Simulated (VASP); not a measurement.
Rh, 1 atom in the cell. It takes space group Pm-3m (No. 221, cubic). Conventional cell: a = 2.481 Å, b = 2.481 Å, c = 2.481 Å, α = 90.00°, β = 90.00°, γ = 90.00°. Rh (site symmetry m-3m) has 6 Rh at 2.48 Å within 3.3 Å.  This cell differs from its parent crystal: volume scaled by 0.92.

| Item | Value |
| --- | --- |
| Program | VASP 6.6.1 |
| Task | single point |
| Functional | revPBE |
| Potentials or basis | VASP PAW PBE potentials, release 64 (Rh_pv) |
| Cutoff | 520 eV |
| k mesh | 14 × 14 × 14 |
| Occupations | fermi-dirac, width 0.1 eV |
| Spin | no spin polarisation |
| Dipole correction | no |
| Further INCAR settings | ALGO = Normal; EDIFF = 1e-06; NBANDS = 14 |

Potentials or basis: VASP PAW PBE potentials, release 64 (Rh_pv).

Run with:

```console
$ cat potpaw_PBE.64/Rh_pv/POTCAR > POTCAR
$ mpirun -np 1 vasp_std > vasp.out
```

Hardware: 1 thread of Intel Xeon 8259CL (shared host).

**Question.** Estimate the wall time of this run.

**Answer.** Run time: 18 s on 1 thread of Intel Xeon 8259CL, with other jobs on the host, peak memory 0.13 GiB. Counts: scf iterations 10, k points 120.
